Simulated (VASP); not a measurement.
# TiC (Fm-3m) in VASP: further runs, part 2 of 3

VASP 6.6.1.

### 3 Relaxation of cell and atoms, revPBE+D3(BJ)

The input, INCAR:

```
SYSTEM = TiC
PREC = Accurate
ENCUT = 600
EDIFF = 1E-6
ISMEAR = -1
SIGMA = 0.05
LREAL = .False.
LASPH = .True.
NELM = 100
ALGO = Normal
ISIF = 3
LWAVE = .False.
LCHARG = .False.
GGA = RE
IVDW = 12
IBRION = 2
NSW = 80
EDIFFG = -0.01
```

The input, KPOINTS:

```
Automatic mesh
0
Gamma
  11 11 11
  0 0 0
```

The input, POSCAR:

```
TiC
1.0
    0.0000000000      2.1657188437      2.1657188437
    2.1657188437      0.0000000000      2.1657188437
    2.1657188437      2.1657188437      0.0000000000
Ti C
1 1
Direct
    0.0000000000      0.0000000000      0.0000000000
    0.5000000000      0.5000000000      0.5000000000
```

Potentials or basis: VASP PAW PBE potentials, release 64 (Ti_sv, C).

Run with:

```bash
$ cat potpaw_PBE.64/Ti_sv/POTCAR potpaw_PBE.64/C/POTCAR > POTCAR
$ mpirun -np 1 vasp_std > vasp.out
```

OUTCAR:

```text
SYSTEM = TiC
   PREC = Accurate
   ENCUT = 600
   EDIFF = 1E-6
   ISMEAR = -1
   LREAL = .False.
   LASPH = .True.
   NELM = 100
   ISIF = 3
   GGA = RE
   IVDW = 12
   IBRION = 2
   NSW = 80
   EDIFFG = -0.01
 IVDW          = 12

 ion  position               nearest neighbor table
   1  0.000  0.000  0.000-   2 2.17   2 2.17   2 2.17   2 2.17   2 2.17   2 2.17
   2  0.500  0.500  0.500-   1 2.17   1 2.17   1 2.17   1 2.17   1 2.17   1 2.17

  LATTYP: Found a face centered cubic cell.
 ALAT       =     4.3314376874

  Lattice vectors:

 A1 = (   0.0000000000,   2.1657188437,   2.1657188437)
 A2 = (   2.1657188437,   0.0000000000,   2.1657188437)
 A3 = (   2.1657188437,   2.1657188437,   0.0000000000)

Analysis of symmetry for initial positions (statically):
=====================================================================
 Subroutine PRICEL returns:
 Original cell was already a primitive cell.

 Routine SETGRP: Setting up the symmetry group for a
 face centered cubic supercell.

 Subroutine GETGRP returns: Found 48 space group operations
 (whereof 48 operations were pure point group operations)
 out of a pool of 48 trial point group operations.

The static configuration has the point symmetry O_h .

Analysis of symmetry for dynamics (positions and initial velocities):
=====================================================================
 Subroutine PRICEL returns:
 Original cell was already a primitive cell.

 Routine SETGRP: Setting up the symmetry group for a
 face centered cubic supercell.

 Subroutine GETGRP returns: Found 48 space group operations
 (whereof 48 operations were pure point group operations)
 out of a pool of 48 trial point group operations.

The dynamic configuration has the point symmetry O_h .

 Subroutine INISYM returns: Found 48 space group operations
 (whereof 48 operations are pure point group operations),
 and found     1 'primitive' translations

----------------------------------------------------------------------------------------

                                     Primitive cell

  volume of cell :      20.3159

  direct lattice vectors                    reciprocal lattice vectors
     0.000000000  2.165718844  2.165718844    -0.230870227  0.230870227  0.230870227
     2.165718844  0.000000000  2.165718844     0.230870227 -0.230870227  0.230870227
     2.165718844  2.165718844  0.000000000     0.230870227  0.230870227 -0.230870227

  length of vectors
     3.062788961  3.062788961  3.062788961     0.399878962  0.399878962  0.399878962

  position of ions in fractional coordinates (direct lattice)
     0.000000000  0.000000000  0.000000000
     0.500000000  0.500000000  0.500000000

  ion indices of the primitive-cell ions
   primitive index   ion index
                 1           1
                 2           2

----------------------------------------------------------------------------------------

 KPOINTS: Automatic mesh

Automatic generation of k-mesh.
 Grid dimensions read from file:
 generate k-points for:   11   11   11

 Generating k-lattice:

  Cartesian coordinates                     Fractional coordinates (reciprocal lattice)
    -0.020988202  0.020988202  0.020988202     0.090909091  0.000000000  0.000000000
     0.020988202 -0.020988202  0.020988202     0.000000000  0.090909091  0.000000000
     0.020988202  0.020988202 -0.020988202     0.000000000  0.000000000  0.090909091

  Length of vectors
     0.036352633  0.036352633  0.036352633

  Shift w.r.t. Gamma in fractional coordinates (k-lattice)
     0.000000000  0.000000000  0.000000000

 Subroutine IBZKPT returns following result:
 ===========================================

 Found     56 irreducible k-points:

 Following reciprocal coordinates:
            Coordinates               Weight
  0.000000  0.000000  0.000000      1.000000
  0.090909  0.000000  0.000000      8.000000
  0.181818  0.000000  0.000000      8.000000
  0.272727  0.000000  0.000000      8.000000
  0.363636  0.000000  0.000000      8.000000
  0.454545  0.000000  0.000000      8.000000
[... 16 lines left out ...]
 -0.272727  0.181818  0.000000     24.000000
 -0.181818  0.181818  0.000000     12.000000
 [... further k-points ...]
   k-points           NKPTS =     56   k-points in BZ     NKDIM =     56   number of bands    NBANDS=     12
   number of dos      NEDOS =    301   number of ions     NIONS =      2
   total plane-waves  NPLWV =  13824
   dimension x,y,z NGX =    24 NGY =   24 NGZ =   24
   dimension x,y,z NGXF=    48 NGYF=   48 NGZF=   48
   ions per type =               1   1
   NGX,Y,Z   is equivalent  to a cutoff of  13.03, 13.03, 13.03 a.u.
   NGXF,Y,Z  is equivalent  to a cutoff of  26.05, 26.05, 26.05 a.u.
 SYSTEM =  TiC
   PREC   = accura    normal or accurate (medium, high low for compatibility)
   ISTART =      0    job   : 0-new  1-cont  2-samecut
   ICHARG =      2    charge: 1-file 2-atom 10-const
   ISPIN  =      1    spin polarized calculation?
   LNONCOLLINEAR =      F non collinear calculations
   LSORBIT =      F    spin-orbit coupling
   LASPH  =      T    aspherical Exc in radial PAW
   ENCUT  =  600.0 eV  44.10 Ry    6.64 a.u.   6.12  6.12  6.12*2*pi/ulx,y,z
   NELM   =    100;   NELMIN=  2; NELMDL= -5     # of ELM steps
   EDIFF  = 0.1E-05   stopping-criterion for ELM
   LREAL  =      F    real-space projection
   EDIFFG = -.1E-01   stopping-criterion for IOM
   NSW    =     80    number of steps for IOM
   IBRION =      2    ionic relax: 0-MD 1-quasi-New 2-CG
   NFREE  =      1    steps in history (QN), initial steepest desc. (CG)
   ISIF   =      3    stress and relaxation
   ISYM   =      2    0-nonsym 1-usesym 2-fastsym
   POTIM  = 0.5000    time-step for ionic-motion
   TEBEG  =    0.0;   TEEND  =   0.0 temperature during run
   PSTRESS=    0.0 pullay stress
   NELECT =      16.0000    total number of electrons
   NUPDOWN=      -1.0000    fix difference up-down
   EMIN   =  10.00;   EMAX   =-10.00  energy-range for DOS
   EFERMI =   0.00;   METHOD = LEGACY
   ISMEAR =    -1;   SIGMA  =   0.05  broadening in eV -4-tet -1-fermi 0-gaus
   EFERMI_NEDOS =   21; number of points for ismear=-14 and -15
   IALGO  =     38    algorithm
   IMIX   =      4    mixing-type and parameters
     AMIX     =   0.40;   BMIX     =  1.00
     AMIX_MAG =   1.60;   BMIX_MAG =  1.00
  volume/ion in A,a.u.               =      10.16        68.55
  Fermi-wavevector in a.u.,A,eV,Ry     =   1.511829  2.856943 31.097854  2.285628
  Thomas-Fermi vector in A             =   2.621834
   LORBIT       =      0    0 simple, 1 ext, 2 COOP (PROOUT), +10 PAW based schemes
   GGA     = RE    functional components
   LHFCALC =     F    Hartree Fock is set to
   AEXX    =    0.0000 exact exchange contribution
   IVDW    =    12    specifies the selected vdW correction
   LEPSILON=     F    determine dielectric tensor
   LRPA    =     F    only Hartree local field effects (RPA)
 conjugate gradient relaxation of ions
 non-spin polarized calculation
  energy-cutoff  :      600.00
  volume of cell :       20.32
 maximum number of plane-waves:       690
   NGX = 13   NGY = 13   NGZ = 13

--------------------------------------- Ionic step        1  -------------------------------------------

 number of electron      16.0000000 magnetization

 Free energy of the ion-electron system (eV)
  ---------------------------------------------------
  ext. energy  EPLUGINS =         0.00000000
  ---------------------------------------------------
  free energy    TOTEN  =       -17.96660254 eV

  energy without entropy =      -17.96425357  energy(sigma->0) =      -17.96542805

 E-fermi :   9.5640     XC(G=0): -12.6286

 val. band max:        9.4210087247   @ k =   0.4545   0.4545   0.0000
 cond. band min:       9.6546364500   @ k =   0.0909   0.0000   0.0000
 fundamental gap:      0.2336277253
 Fermi energy:         9.5639712944

 k-point     1 :       0.0000    0.0000    0.0000
  band No.  band energies     occupation
      1     -47.1961      2.00000
      2     -23.1704      2.00000
      3     -23.1704      2.00000
      4     -23.1704      2.00000
      5      -2.9490      2.00000
      6      10.2041      0.00001
      7      10.2041      0.00001
      8      10.2041      0.00001
      9      11.1771      0.00000
     10      11.1771      0.00000
     11      11.1771      0.00000
     12      11.2052      0.00000
[... 422 lines left out ...]
  energy  without entropy=      -19.6457859993  energy(sigma->0) =      -19.64707424

--------------------------------------- Ionic step        3  -------------------------------------------

 number of electron      16.0000004 magnetization

 Free energy of the ion-electron system (eV)
  ---------------------------------------------------
  ext. energy  EPLUGINS =         0.00000000
  ---------------------------------------------------
  free energy    TOTEN  =       -17.91822625 eV

  energy without entropy =      -17.91585717  energy(sigma->0) =      -17.91704171

 E-fermi :  10.0686     XC(G=0): -12.8493

 val. band max:        9.9537638665   @ k =   0.4545   0.4545   0.0000
 cond. band min:      10.1503716154   @ k =   0.0909   0.0000   0.0000
 fundamental gap:      0.1966077488
 Fermi energy:        10.0685910285

 k-point     1 :       0.0000    0.0000    0.0000
  band No.  band energies     occupation
      1     -46.5730      2.00000
      2     -22.5237      2.00000
      3     -22.5237      2.00000
      4     -22.5237      2.00000
      5      -2.6460      2.00000
      6      10.7179      0.00000
      7      10.7179      0.00000
      8      10.7179      0.00000
      9      11.7314      0.00000
     10      11.7314      0.00000
     11      11.7314      0.00000
     12      11.7958      0.00000
[... 378 lines left out ...]
  FREE ENERGIE OF THE ION-ELECTRON SYSTEM (eV)
  ---------------------------------------------------
  free  energy   TOTEN  =       -19.6997398735 eV

  energy  without entropy=      -19.6973707887  energy(sigma->0) =      -19.69855533

 reached required accuracy - stopping structural energy minimisation
```

It took 26 s on 1 thread of Intel Xeon 6975P-C (Granite Rapids), shared host; peak memory 0.17 GiB.

What came out:

```
Free energy                            : -19.6997 eV
Relaxed volume                         : 9.74 Å³/atom
Relaxed cell                           : a = 3.020 Å, b = 3.020 Å, c = 3.020 Å, α = 60.00°, β = 60.00°, γ = 60.00°
Space group after relaxing (to 0.05 Å) : Fm-3m (No. 225)
Energy gained by relaxing              : 14.3 meV/atom
Ionic steps                            : 3
Pressure after relaxing                : -0.1 GPa
Band gap on the k mesh                 : zero (band 8 reaches 10.72 eV, above the bottom of band 9 at 9.58 eV)
Dispersion energy per atom             : -0.891 eV
```

Step by step:
| step | energy change (eV) | largest force (eV/Å) | pressure (GPa) | volume (Å³) |
| --- | --- | --- | --- | --- |
| 1 | 0.0000 | 0.0000 | -10.47 | 20.32 |
| 2 | 0.0228 | 0.0000 | 16.50 | 18.43 |
| 3 | -0.0286 | 0.0000 | -0.11 | 19.48 |

Final structure:
```
Ti C
1.0
     0.00000    2.13565    2.13565
     2.13565    0.00000    2.13565
     2.13565    2.13565    0.00000
Ti C
1 1
Direct
  0.00000 0.00000 0.00000
  0.50000 0.50000 0.50000
```

Caveat: the PAW data sets were made with another functional, which shifts forces and pressure a little; pairwise dispersion overbinds metals, which lowers pressure and volume.

(Part 2 of 3 ends here.)
